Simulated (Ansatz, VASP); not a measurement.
## BAs in VASP and in Ansatz

```
CELL_PARAMETERS angstrom
0.00000 2.32011 2.42497
2.32011 0.00000 2.42497
2.32011 2.32011 0.00000
ATOMIC_POSITIONS crystal
B 0.00000 0.00000 0.00000
As 0.25000 0.25000 0.25000
```

Change from the starting cell: epitaxial_xy strain -3.0%.

Alike in both runs: task single point; functional r2SCAN; k mesh 10 × 10 × 10; no spin polarisation.

|  | VASP | Ansatz |
| --- | --- | --- |
| version | VASP 6.6.1 | Ansatz 0.2.0 |
| potentials or method | VASP PAW PBE potentials, release 64 (B, As) | plane waves, PAW |
| plane-wave cutoff (eV) | 550 | 500 |
| occupations | gaussian, width 0.01 eV | fixed |
| valence electrons in the cell | 8 | 18 |

```tsv
	VASP	Ansatz	Ansatz less VASP
gap on the k mesh at the Fermi level (eV)	0.96	0.96	+0.002
pressure (GPa)	7.7	7.3	-0.36
traceless stress, the component that is largest in VASP (GPa)	-7.31	-7.32	-0.016
```

VASP's potentials were made for PBE, not for r2SCAN. VASP's potentials hold 8 valence electrons a cell and Ansatz's 18, so a difference there can come from the potentials and not from the codes.
